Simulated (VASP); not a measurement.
A run of VASP 6.6.1 is set up as follows.

The input INCAR:

```
SYSTEM = SnSe
PREC = Accurate
ENCUT = 500
EDIFF = 1E-6
ISMEAR = 0
SIGMA = 0.01
LREAL = .FALSE.
LASPH = .TRUE.
NELM = 120
ALGO = Normal
ISIF = 2
LWAVE = .FALSE.
LCHARG = .FALSE.
GGA = CA
NBANDS = 17
GGA_COMPAT = .FALSE.
```

KPOINTS

```
Automatic mesh
0
G
  4 4 4
  0 0 0
```

The input POSCAR:

```
SnSe
1.0
    0.0000000000      3.0100000000      3.0100000000
    3.0100000000      0.0000000000      3.0100000000
    3.0100000000      3.0100000000      0.0000000000
Sn Se
1 1
Direct
   -0.0191024912      0.0142932113     -0.0058216422
    0.5153501282      0.4789406934      0.5089006155
```

Potentials or basis: VASP PAW LDA potentials, release 64 (Sn_d, Se).

Launch:

```bash
$ cat potpaw_LDA.64/Sn_d/POTCAR potpaw_LDA.64/Se/POTCAR > POTCAR
$ mpirun -np 1 vasp_std > vasp.out
```

Question: What does it give for the band gap on the k mesh?

Answer: 0.60 eV.

Question: What does it give for the pressure?

Answer: -4.1 GPa.

Question: What does it give for the largest force?

Answer: 0.039 eV/Å.

Stress tensor (GPa, compression positive):
```
-4.25 -0.08  0.00
-0.08 -3.68  0.00
 0.00  0.00 -4.37
```

Caveat: the k points lie up to 0.45 Å⁻¹ apart; spin-orbit coupling is left out, which moves the levels of the heavy elements. A k mesh can miss the band edges.
